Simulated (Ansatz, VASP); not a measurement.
**NaCl in VASP and in Ansatz**

```
Na Cl
1.0
     2.85043    0.00000    0.00000
     0.00000    2.85043    0.00000
     0.00000    0.00000    2.85043
Na Cl
1 1
Direct
  0.00000 0.00000 0.00000
  0.50000 0.50000 0.50000
```

Change from the starting cell: volume scaled by 0.99.

Alike in both runs: task single point; functional PBE; k mesh 8 × 8 × 8; occupations fermi-dirac, width 0.02 eV; no spin polarisation.

|  | VASP | Ansatz |
| --- | --- | --- |
| version | VASP 6.6.1 | Ansatz 0.2.0 |
| potentials or method | VASP PAW PBE potentials, release 64 (Na_pv, Cl), cutoff 500 eV | all-electron LAPW, scalar-relativistic |

```tsv
	VASP	Ansatz	Ansatz less VASP
gap on the k mesh at the Fermi level (eV)	4.38	4.33	-0.047
pressure (GPa)	67.7	67.5	-0.20
```

Both programs put the cell under a high pressure, so it lies far from rest at this level. Ansatz ran all-electron here, and VASP with PAW potentials.

Noted on VASP's run: the cell as given lies far from equilibrium.
